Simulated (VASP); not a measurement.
Here is a VASP 6.6.1 calculation.

File POSCAR:

```
MgF2
1.0
    4.6719309040      0.0000000000      0.0000000000
    0.0000000000      4.6719309040      0.0000000000
    0.0000000000      0.0000000000      3.0706270231
Mg F
2 4
Direct
    0.0000000000      0.0000000000      0.0000000000
    0.5000000000      0.5000000000      0.5000000000
    0.3035520363      0.3035520363      0.0000000000
    0.1964479637      0.8035520363      0.5000000000
    0.6964479637      0.6964479637      0.0000000000
    0.8035520363      0.1964479637      0.5000000000
```

File INCAR.step1:

```
  PREC = Accurate
  ENCUT = 660
  ISMEAR = 0
  SIGMA = 0.02
  LREAL = F
  LASPH = T
  NELM = 120
  NBANDS = 25
  GGA = PE
  ALGO = Normal
  EDIFF = 1E-5
  LWAVE = T
  LCHARG = F
  GGA_COMPAT = F
```

File INCAR.step2:

```
  PREC = Accurate
  ENCUT = 660
  EDIFF = 1E-6
  ISMEAR = 0
  SIGMA = 0.02
  LREAL = F
  LASPH = T
  NELM = 120
  ALGO = Normal
  ISIF = 2
  LWAVE = F
  LCHARG = F
  METAGGA = R2SCAN
  LMIXTAU = T
  NBANDS = 25
  ISTART = 1
  GGA_COMPAT = F
```

The input KPOINTS:

```
Automatic mesh
0
Gamma
  6 6 8
```

Potentials or basis: VASP PAW PBE potentials, release 64 (Mg, F).

The run is started by

```console
$ cat potpaw_PBE.64/Mg/POTCAR potpaw_PBE.64/F/POTCAR > POTCAR
$ cp INCAR.step1 INCAR
$ mpirun -np 1 vasp_std > vasp.out
$ cp INCAR.step2 INCAR
$ mpirun -np 1 vasp_std > vasp.out
```

(1) Estimate the band gap on the k mesh.

(2) What does it give for the pressure?

(3) Estimate the largest force.

## Answers

(1) 7.83 eV.

(2) -4.3 GPa.

(3) 0.006 eV/Å.

Caveat: the cell stands under tension; the PAW data sets were made with another functional, which shifts forces and pressure a little.
